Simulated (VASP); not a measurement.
**Ir: single point with LDA**

The system is Ir.

```xyz
1
Lattice="0.0000 1.9059 1.9059 1.9059 0.0000 1.9059 1.9059 1.9059 0.0000" Properties=species:S:1:pos:R:3 pbc="T T T"
Ir    0.0000    0.0000    0.0000
```

- Program: VASP 6.6.1
- Task: single point
- Functional: LDA
- Potentials or basis: VASP PAW LDA potentials, release 64 (Ir)
- Cutoff: 520 eV
- k mesh: 19 × 19 × 19
- Occupations: fermi-dirac, width 0.08 eV
- Spin: no spin polarisation
- Dipole correction: no
- k mesh for the DOS: 29 × 29 × 29
- Occupations for the DOS: tetrahedron
- Further INCAR settings: ALGO = Normal; EDIFF = 1e-06

| Item | Value |
| --- | --- |
| Valence electrons inside the program's atomic spheres | Ir 8.49 |

Levels at points of the mesh, in eV from the Fermi level:
| k point | band 1 | band 2 | band 3 | band 4 | band 5 | band 6 | band 7 | band 8 |
| --- | --- | --- | --- | --- | --- | --- | --- | --- |
| (0.00, 0.00, 0.00) | -11.33 | -4.03 | -4.03 | -4.03 | -1.21 | -1.21 | 14.31 | 19.98 |

Wall time 92 s on 1 thread of Intel Xeon 8259CL, with other jobs on the host, peak memory 0.2 GiB.

Caveat: spin-orbit coupling is left out, which moves the levels of the heavy elements.
